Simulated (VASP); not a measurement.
A run of VASP 6.6.1 is set up as follows.

File INCAR:

```
SYSTEM = Al
  ALGO = Normal
  EDIFF = 1E-6
  ENCUT = 500
  GGA = PS
  GGA_COMPAT = .False.
  ISIF = 2
  ISMEAR = 0
  LASPH = .True.
  LCHARG = .False.
  LREAL = .False.
  LWAVE = .False.
  NBANDS = 10
  NELM = 120
  PREC = Accurate
  SIGMA = 0.1
```

KPOINTS

```
k-points
0
Gamma
  17 17 9
  0 0 0
```

File POSCAR:

```
Al
1.0
    2.8695804295      0.0000000000      0.0000000000
   -1.4347902148      2.4851295502      0.0000000000
    0.0000000000      0.0000000000      4.6661322566
Al
2
Direct
    0.3333333333      0.6666666667      0.2500000000
    0.6666666667      0.3333333333      0.7500000000
```

Potentials or basis: VASP PAW PBE potentials, release 64 (Al).

Launch:

```console
$ cat potpaw_PBE.64/Al/POTCAR > POTCAR
$ mpirun -np 1 vasp_std > vasp.out
```

Estimate the pressure.

-1.5 GPa.

Estimate the band gap on the k mesh.

zero (bands 3 and 4 overlap by 6.35 eV).

Caveat: the PAW data sets were made with another functional, which shifts forces and pressure a little.
